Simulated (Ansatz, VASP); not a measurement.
Two plane-wave programs on AlN

Contents of INCAR:

```
PREC = Accurate
ENCUT = 520
EDIFF = 1E-6
ISMEAR = 0
SIGMA = 0.05
LREAL = F
LASPH = T
NELM = 60
ALGO = Normal
ISIF = 2
LWAVE = F
LCHARG = F
GGA = PE
NBANDS = 36
```

File KPOINTS:

```
regular mesh
0
Gamma
  8 8 2
```

Contents of POSCAR:

```
AlN
1.0
    2.1839935596     -2.1839935596      0.0000000000
    2.1839935596      0.0000000000     -2.1839935596
    8.7359742384      8.7359742384      8.7359742384
Al N
6 6
Direct
    0.6666666667      0.6666666667      0.1666666667
    0.0000000000      0.0000000000      0.0000000000
    0.3333333333      0.3333333333      0.3333333333
    0.6666666667      0.6666666667      0.6666666667
    0.0000000000      0.0000000000      0.5000000000
    0.3333333333      0.3333333333      0.8333333333
    0.6666666667      0.6666666667      0.5416666667
    1.0000000000      1.0000000000      0.3750000000
    0.3333333333      0.3333333333      0.7083333333
    0.6666666667      0.6666666667      0.0416666667
    0.0000000000      0.0000000000      0.8750000000
    0.3333333333      0.3333333333      0.2083333333
```

Input for Ansatz:

```yaml
crystal:
  lattice:
    - [2.1839935596, -2.1839935596, 0.0]
    - [2.1839935596, 0.0, -2.1839935596]
    - [8.7359742384, 8.7359742384, 8.7359742384]
  atoms:
    - { symbol: Al, position: [0.6666666667, 0.6666666667, 0.1666666667] }
    - { symbol: Al, position: [0.0, 0.0, 0.0] }
    - { symbol: Al, position: [0.3333333333, 0.3333333333, 0.3333333333] }
    - { symbol: Al, position: [0.6666666667, 0.6666666667, 0.6666666667] }
    - { symbol: Al, position: [0.0, 0.0, 0.5] }
    - { symbol: Al, position: [0.3333333333, 0.3333333333, 0.8333333333] }
    - { symbol: "N", position: [0.6666666667, 0.6666666667, 0.5416666667] }
    - { symbol: "N", position: [1.0, 1.0, 0.375] }
    - { symbol: "N", position: [0.3333333333, 0.3333333333, 0.7083333333] }
    - { symbol: "N", position: [0.6666666667, 0.6666666667, 0.0416666667] }
    - { symbol: "N", position: [0.0, 0.0, 0.875] }
    - { symbol: "N", position: [0.3333333333, 0.3333333333, 0.2083333333] }
basis:
  ecutwfc: 420
kpoints:
  mp_grid: { grid: [8, 8, 2] }
hamiltonian:
  xc: pbe
scf:
  occupations: { method: gaussian, width: 0.05 }
output:
  forces: true
  stress: true
  eigenvalues: true
```

Alike in both runs: task single point; functional PBE; k mesh 8 × 8 × 2; occupations gaussian, width 0.05 eV; no spin polarisation.

|  | VASP | Ansatz |
| --- | --- | --- |
| version | VASP 6.6.1 | Ansatz 0.2.0 |
| potentials or method | VASP PAW PBE potentials, release 64 (Al, N), cutoff 520 eV | scalar-relativistic, plane waves, PAW |
| valence electrons in the cell | 48 | 48 |

|  | VASP | Ansatz | Ansatz less VASP |
| --- | --- | --- | --- |
| gap on the k mesh at the Fermi level (eV) | 3.32 | 3.33 | +0.008 |
| least direct gap on the mesh (eV) | 3.80 | 3.80 | +0.006 |
| pressure (GPa) | 4.6 | 4.9 | +0.26 |
